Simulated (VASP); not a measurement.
Set up this calculation in VASP 6.6.1, as the native input.

```yaml
Task: single point
Functional: r2SCAN
Potentials_or_basis: VASP PAW PBE potentials, release 64 (Ge_d)
Cutoff: 520 eV
k_mesh: 20 × 20 × 18
Occupations: gaussian, width 0.15 eV
Spin: no spin polarisation
Dipole_correction: no
Further_INCAR_settings: ALGO = Normal; EDIFF = 1e-06; NBANDS = 13
```

The system is Ge.

```
Ge
1.0
     1.43906   -2.67853    0.00000
     1.43906    2.67853    0.00000
     0.00000    0.00000    2.65776
Ge
1
Direct
  0.50000 0.50000 0.00000
```

This cell differs from its parent crystal: strain +0.030 along x and y, -0.015 along z.

The input as run:

POSCAR

```
Ge
1.0
    1.4390634700     -2.6785314800      0.0000000000
    1.4390634700      2.6785314800      0.0000000000
    0.0000000000      0.0000000000      2.6577575350
Ge
1
Direct
    0.5000000000      0.5000000000      0.0000000000
```

INCAR.step1

```
SYSTEM = Ge
PREC = Accurate ; ENCUT = 520
ISMEAR = 0 ; SIGMA = 0.15
LREAL = .False. ; LASPH = .True.
NELM = 60 ; NBANDS = 13
GGA = PE ; ALGO = Normal
EDIFF = 1E-4 ; LWAVE = .True.
LCHARG = .False.
```

INCAR.step2

```
SYSTEM = Ge
PREC = Accurate ; ENCUT = 520
EDIFF = 1E-6 ; ISMEAR = 0
SIGMA = 0.15 ; LREAL = .False.
LASPH = .True. ; NELM = 60
ALGO = Normal ; ISIF = 2
LWAVE = .False. ; LCHARG = .False.
METAGGA = R2SCAN ; LMIXTAU = .True.
NBANDS = 13 ; ISTART = 1
```

KPOINTS

```
Automatic mesh
0
Gamma
  20 20 18
  0 0 0
```

Potentials or basis: VASP PAW PBE potentials, release 64 (Ge_d).

The run is started by

```sh
$ cat potpaw_PBE.64/Ge_d/POTCAR > POTCAR
$ cp INCAR.step1 INCAR
$ mpirun -np 1 vasp_std > vasp.out
$ cp INCAR.step2 INCAR
$ mpirun -np 1 vasp_std > vasp.out
```

It gave:

| Quantity | Value |
| --- | --- |
| Pressure | -5.4 GPa |
| Band gap on the k mesh | zero (bands 7 and 8 overlap by 9.52 eV) |

Caveat: the cell differs from its parent crystal (strain +0.030 along x and y, -0.015 along z); the stress differs along the axes, from -8 to -1 GPa; the PAW data sets were made with another functional, which shifts forces and pressure a little.

Run time: 16 min on 1 thread of Oxide Virtual Turin-like Processor (shared host), peak memory 0.33 GiB.
